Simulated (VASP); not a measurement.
# Ga (P6/mmm) in VASP: further runs, part 2 of 2

VASP 6.6.1.

**3. Single point, r2SCAN (volume scaled by 0.88)**

POSCAR reads:

```
Ga
1.0
    4.4101786341      0.0000000000      0.0000000000
   -2.2050893171      3.8193267323      0.0000000000
    0.0000000000      0.0000000000      2.8700727917
Ga
3
Direct
    0.0000000000      1.0000000000      0.0000000000
    0.3333333333      0.6666666667      0.5000000000
    0.6666666667      0.3333333333      0.5000000000
```

INCAR.step1 reads:

```
SYSTEM = Ga
  PREC = Accurate
  ENCUT = 520
  ISMEAR = -1
  SIGMA = 0.1
  LREAL = .FALSE.
  LASPH = .TRUE.
  NELM = 100
  NBANDS = 26
  GGA = PE
  ALGO = Normal
  EDIFF = 1E-4
  LWAVE = .TRUE.
  LCHARG = .FALSE.
```

INCAR.step2 reads:

```
SYSTEM = Ga
  PREC = Accurate
  ENCUT = 520
  EDIFF = 1E-6
  ISMEAR = -1
  SIGMA = 0.1
  LREAL = .FALSE.
  LASPH = .TRUE.
  NELM = 100
  ALGO = Normal
  ISIF = 2
  LWAVE = .FALSE.
  LCHARG = .FALSE.
  METAGGA = R2SCAN
  LMIXTAU = .TRUE.
  NBANDS = 26
  ISTART = 1
```

KPOINTS reads:

```
Automatic mesh
0
G
  9 9 12
  0 0 0
```

Potentials or basis: VASP PAW PBE potentials, release 64 (Ga_d).

Command:

```console
$ cat potpaw_PBE.64/Ga_d/POTCAR > POTCAR
$ cp INCAR.step1 INCAR
$ mpirun -np 1 vasp_std > vasp.out
$ cp INCAR.step2 INCAR
$ mpirun -np 1 vasp_std > vasp.out
```

Run time: 2 min. Hardware: 1 thread of Intel Xeon 6975P-C (Granite Rapids), shared host; peak memory 0.23 GiB.

Results (log left out):

```yaml
Free_energy: -33.6350 eV
Pressure: 10.0 GPa
```

Stress tensor (GPa, compression positive):
```
10.58  0.00  0.00
 0.00 10.58  0.00
 0.00  0.00  8.74
```

Levels at points of the mesh, in eV from the Fermi level:
```csv
k point,band 15,band 16,band 17,band 18,band 19,band 20,band 21,band 22,band 23,band 24
"(0.00, 0.00, 0.00)",-15.31,-13.02,-2.01,-1.73,-1.61,-1.61,-1.43,-1.43,5.29,9.25
"(0.00, 0.00, 0.50)",-15.26,-8.47,-7.35,1.31,1.31,2.30,2.39,3.02,3.15,3.15
```

Caveat: the PAW data sets were made with another functional, which shifts forces and pressure a little.

**4. Single point, r2SCAN (volume scaled by 0.92)**

POSCAR reads:

```
Ga
1.0
    4.4760119016      0.0000000000      0.0000000000
   -2.2380059508      3.8763400144      0.0000000000
    0.0000000000      0.0000000000      2.9129160154
Ga
3
Direct
    0.0000000000      1.0000000000      0.0000000000
    0.3333333333      0.6666666667      0.5000000000
    0.6666666667      0.3333333333      0.5000000000
```

Changes to INCAR.step1 since step 3:

```diff
@@ -7,3 +7,3 @@
   LASPH = .TRUE.
-  NELM = 100
+  NELM = 80
   NBANDS = 26
```

INCAR.step2 reads:

```
SYSTEM = Ga
  PREC = Accurate
  ENCUT = 520
  EDIFF = 1E-7
  ISMEAR = -1
  SIGMA = 0.1
  LREAL = .FALSE.
  LASPH = .TRUE.
  NELM = 80
  ALGO = Normal
  ISIF = 2
  LWAVE = .FALSE.
  LCHARG = .TRUE.
  METAGGA = R2SCAN
  LMIXTAU = .TRUE.
  LELF = .TRUE.
  LVHAR = .TRUE.
  NBANDS = 26
  ISTART = 1
```

KPOINTS is that of step 3.

Command:

```console
$ cat potpaw_PBE.64/Ga_d/POTCAR > POTCAR
$ cp INCAR.step1 INCAR
$ mpirun -np 1 vasp_std > vasp.out
$ cp INCAR.step2 INCAR
$ mpirun -np 1 vasp_std > vasp.out
```

Wall time 2.7 min (1 thread of Intel Xeon 6975P-C (Granite Rapids), shared host); peak memory 0.23 GiB.

The run converged. Its results:

```
Free energy : -33.7427 eV
Pressure    : 5.9 GPa
```

Stress tensor (GPa, compression positive):
```
6.19 0.00 0.00
0.00 6.19 0.00
0.00 0.00 5.32
```

Levels at points of the mesh, in eV from the Fermi level:
```csv
k point,band 16,band 17,band 18,band 19,band 20,band 21,band 22,band 23
"(0.00, 0.00, 0.00)",-12.61,-2.13,-1.84,-1.49,-1.49,-1.31,-1.31,5.16
"(0.00, 0.00, 0.50)",-8.26,-7.09,1.30,1.30,2.19,2.36,2.74,2.79
```

Caveat: the PAW data sets were made with another functional, which shifts forces and pressure a little.

**5. Single point, r2SCAN (volume scaled by 0.96)**

POSCAR reads:

```
Ga
1.0
    4.5399635690      0.0000000000      0.0000000000
   -2.2699817845      3.9317237830      0.0000000000
    0.0000000000      0.0000000000      2.9545347243
Ga
3
Direct
    0.0000000000      1.0000000000      0.0000000000
    0.3333333333      0.6666666667      0.5000000000
    0.6666666667      0.3333333333      0.5000000000
```

INCAR.step1 reads:

```
ALGO = Normal
EDIFF = 1E-4
ENCUT = 520
GGA = PE
ISMEAR = -1
LASPH = T
LCHARG = F
LREAL = F
LWAVE = T
NBANDS = 26
NELM = 100
PREC = Accurate
SIGMA = 0.1
```

INCAR.step2 reads:

```
ALGO = Normal
EDIFF = 1E-6
ENCUT = 520
ISIF = 2
ISMEAR = -1
ISTART = 1
LASPH = T
LCHARG = F
LMIXTAU = T
LREAL = F
LWAVE = F
METAGGA = R2SCAN
NBANDS = 26
NELM = 100
PREC = Accurate
SIGMA = 0.1
```

KPOINTS reads:

```
k-points
0
Gamma
  9 9 12
```

Command:

```console
$ cat potpaw_PBE.64/Ga_d/POTCAR > POTCAR
$ cp INCAR.step1 INCAR
$ mpirun -np 1 vasp_std > vasp.out
$ cp INCAR.step2 INCAR
$ mpirun -np 1 vasp_std > vasp.out
```

Run time: 2.6 min. Hardware: 1 thread of Intel Xeon 6975P-C (Granite Rapids), shared host; peak memory 0.24 GiB.

The run converged. Its results:

```
Free energy : -33.7991 eV
Pressure    : 2.6 GPa
```

Stress tensor (GPa, compression positive):
```
2.67 0.00 0.00
0.00 2.67 0.00
0.00 0.00 2.41
```

Levels at points of the mesh, in eV from the Fermi level:
```csv
k point,band 16,band 17,band 18,band 19,band 20,band 21,band 22,band 23
"(0.00, 0.00, 0.00)",-12.24,-2.24,-1.95,-1.38,-1.38,-1.19,-1.19,5.03
"(0.00, 0.00, 0.50)",-8.07,-6.86,1.28,1.28,2.09,2.34,2.39,2.49
```

Caveat: the PAW data sets were made with another functional, which shifts forces and pressure a little.

**6. Single point, r2SCAN**

POSCAR reads:

```
Ga
1.0
    4.6021625799      0.0000000000      0.0000000000
   -2.3010812899      3.9855897065      0.0000000000
    0.0000000000      0.0000000000      2.9950128326
Ga
3
Direct
    0.0000000000      1.0000000000      0.0000000000
    0.3333333333      0.6666666667      0.5000000000
    0.6666666667      0.3333333333      0.5000000000
```

INCAR.step1 reads:

```
SYSTEM = Ga
PREC = Accurate
ENCUT = 520
ISMEAR = -1
SIGMA = 0.1
LREAL = .False.
LASPH = .True.
NELM = 80
NBANDS = 26
GGA = PE
ALGO = Normal
EDIFF = 1E-4
LWAVE = .True.
LCHARG = .False.
```

INCAR.step2 reads:

```
SYSTEM = Ga
PREC = Accurate
ENCUT = 520
EDIFF = 1E-6
ISMEAR = -1
SIGMA = 0.1
LREAL = .False.
LASPH = .True.
NELM = 80
ALGO = Normal
ISIF = 2
LWAVE = .False.
LCHARG = .True.
METAGGA = R2SCAN
LMIXTAU = .True.
LELF = .True.
LVHAR = .True.
NBANDS = 26
ISTART = 1
```

KPOINTS reads:

```
regular mesh
0
Gamma
  9 9 12
  0 0 0
```

Potentials or basis: VASP PAW PBE potentials, release 64 (Ga_d).

Command:

```console
$ cat potpaw_PBE.64/Ga_d/POTCAR > POTCAR
$ cp INCAR.step1 INCAR
$ mpirun -np 1 vasp_std > vasp.out
$ cp INCAR.step2 INCAR
$ mpirun -np 1 vasp_std > vasp.out
```

It took 2.3 min on 1 thread of Intel Xeon 6975P-C (Granite Rapids), shared host; peak memory 0.24 GiB.

The run converged. Its results:

```
Free energy : -33.8152 eV
Pressure    : 0.0 GPa
```

Stress tensor (GPa, compression positive):
```
-0.01  0.00  0.00
 0.00 -0.01  0.00
 0.00  0.00  0.17
```

Levels at points of the mesh, in eV from the Fermi level:
| k point | band 15 | band 16 | band 17 | band 18 | band 19 | band 20 | band 21 | band 22 | band 23 | band 24 |
| --- | --- | --- | --- | --- | --- | --- | --- | --- | --- | --- |
| (0.00, 0.00, 0.00) | -15.22 | -11.89 | -2.35 | -2.05 | -1.28 | -1.28 | -1.09 | -1.09 | 4.91 | 8.70 |
| (0.00, 0.00, 0.50) | -15.18 | -7.89 | -6.65 | 1.27 | 1.27 | 2.00 | 2.02 | 2.27 | 2.31 | 3.05 |

Caveat: the PAW data sets were made with another functional, which shifts forces and pressure a little.

**7. Single point, r2SCAN (volume scaled by 1.04)**

POSCAR reads:

```
Ga
1.0
    4.6627242957      0.0000000000      0.0000000000
   -2.3313621479      4.0380376909      0.0000000000
    0.0000000000      0.0000000000      3.0344254160
Ga
3
Direct
    0.0000000000      1.0000000000      0.0000000000
    0.3333333333      0.6666666667      0.5000000000
    0.6666666667      0.3333333333      0.5000000000
```

INCAR.step1 reads:

```
PREC     = Accurate       # precision mode
ENCUT    = 520            # plane-wave cutoff, eV
ISMEAR   = -1             # smearing method
SIGMA    = 0.1            # smearing width, eV
LREAL    = False          # projectors in reciprocal space
LASPH    = True           # aspherical terms in the spheres
NELM     = 80             # most SCF steps
NBANDS   = 26             # bands
GGA      = PE             # functional
ALGO     = Normal         # electronic algorithm
EDIFF    = 1E-4           # SCF threshold, eV
LWAVE    = True           # write WAVECAR
LCHARG   = False          # write CHGCAR
```

INCAR.step2 reads:

```
PREC     = Accurate       # precision mode
ENCUT    = 520            # plane-wave cutoff, eV
EDIFF    = 1E-6           # SCF threshold, eV
ISMEAR   = -1             # smearing method
SIGMA    = 0.1            # smearing width, eV
LREAL    = False          # projectors in reciprocal space
LASPH    = True           # aspherical terms in the spheres
NELM     = 80             # most SCF steps
ALGO     = Normal         # electronic algorithm
ISIF     = 2              # what is computed and relaxed
LWAVE    = False          # write WAVECAR
LCHARG   = False          # write CHGCAR
METAGGA  = R2SCAN         # meta-GGA
LMIXTAU  = True         
NBANDS   = 26             # bands
ISTART   = 1
```

KPOINTS reads:

```
Automatic mesh
0
Gamma
  9 9 12
```

Command:

```console
$ cat potpaw_PBE.64/Ga_d/POTCAR > POTCAR
$ cp INCAR.step1 INCAR
$ mpirun -np 1 vasp_std > vasp.out
$ cp INCAR.step2 INCAR
$ mpirun -np 1 vasp_std > vasp.out
```

It took 2.4 min on 1 thread of Intel Xeon 6975P-C (Granite Rapids), shared host; peak memory 0.23 GiB.

Results (log left out):

```yaml
Free_energy: -33.8013 eV
Pressure: -1.8 GPa
```

Stress tensor (GPa, compression positive):
```
-2.00  0.00  0.00
 0.00 -2.00  0.00
 0.00  0.00 -1.51
```

Levels at points of the mesh, in eV from the Fermi level:
```tsv
k point	band 15	band 16	band 17	band 18	band 19	band 20	band 21	band 22	band 23	band 24
(0.00, 0.00, 0.00)	-15.20	-11.57	-2.46	-2.14	-1.19	-1.19	-0.98	-0.98	4.79	8.55
(0.00, 0.00, 0.50)	-15.16	-7.73	-6.46	1.26	1.26	1.68	1.92	2.06	2.29	3.02
```

Caveat: the PAW data sets were made with another functional, which shifts forces and pressure a little.

**8. The runs side by side**

```csv
cell,k mesh,gap on the mesh (eV),pressure (GPa)
"a = 4.602, b = 4.602, c = 2.995 Å, angles 90.0, 90.0, 120.0°, 3 atoms",8 × 8 × 11,none,0.0
"a = 4.410, b = 4.410, c = 2.870 Å, angles 90.0, 90.0, 120.0°, 3 atoms",9 × 9 × 12,none,10.0
"a = 4.476, b = 4.476, c = 2.913 Å, angles 90.0, 90.0, 120.0°, 3 atoms",9 × 9 × 12,none,5.9
"a = 4.540, b = 4.540, c = 2.955 Å, angles 90.0, 90.0, 120.0°, 3 atoms",9 × 9 × 12,none,2.6
"a = 4.602, b = 4.602, c = 2.995 Å, angles 90.0, 90.0, 120.0°, 3 atoms",9 × 9 × 12,none,0.0
"a = 4.663, b = 4.663, c = 3.034 Å, angles 90.0, 90.0, 120.0°, 3 atoms",9 × 9 × 12,none,-1.8
```

Alike in all rows: task single point; level r2SCAN; potentials or basis VASP PAW PBE potentials, release 64 (Ga_d); no spin polarisation; cutoff (eV) 520; smearing fermi-dirac 0.1 eV.

Caveats: the PAW data sets were made with another functional, which shifts forces and pressure a little.

Absolute energies hang on the potentials; compare differences alone.
